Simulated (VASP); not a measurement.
**AlN: single point with LDA**

AlN:

```
CELL_PARAMETERS angstrom
0.00000 2.08538 2.03452
2.08538 0.00000 2.03452
2.08538 2.08538 0.00000
ATOMIC_POSITIONS crystal
Al 0.50000 0.50000 0.50000
N 0.00000 0.00000 0.00000
```

This cell differs from its parent crystal: strain +0.025 along x and y, +0.000 along z.

```json
{
  "Program": "VASP 6.6.1",
  "Task": "single point",
  "Functional": "LDA",
  "Potentials or basis": "VASP PAW LDA potentials, release 64 (Al, N)",
  "Cutoff": "600 eV",
  "k mesh": "10 × 10 × 10",
  "Occupations": "gaussian, width 0.05 eV",
  "Spin": "no spin polarisation"
}
```

- Pressure: -20.7 GPa
- Band gap on the k mesh: 3.63 eV (least direct gap 4.75 eV)

Stress tensor (GPa, compression positive):
```
-22.19   0.00   0.00
  0.00 -22.19   0.00
  0.00   0.00 -17.87
```

Levels at points of the mesh, in eV from the valence-band top:
| k point | band 1 | band 2 | band 3 | band 4 | band 5 | band 6 | band 7 | band 8 | band 9 |
| --- | --- | --- | --- | --- | --- | --- | --- | --- | --- |
| (0.00, 0.00, 0.00) | -16.86 | -0.19 | 0.00 | 0.00 | 4.75 | 11.65 | 11.65 | 11.97 | 16.70 |
| (0.50, 0.00, 0.00) | -13.79 | -7.98 | -1.06 | -0.98 | 5.62 | 9.95 | 10.50 | 12.03 | 15.14 |
| (0.50, 0.50, 0.00) | -12.75 | -6.96 | -2.81 | -2.81 | 3.63 | 5.10 | 13.24 | 15.72 | 15.72 |
| (0.50, 0.00, 0.50) | -12.94 | -7.06 | -2.80 | -2.49 | 3.84 | 5.33 | 12.91 | 15.59 | 16.37 |

Run time: 11 s on 1 thread of Intel(R) Xeon(R) 6975P-C (Granite Rapids) (shared host), peak memory 0.13 GiB.

Caveat: the cell differs from its parent crystal (strain +0.025 along x and y, +0.000 along z); the cell stands under tension. A k mesh can miss the band edges.
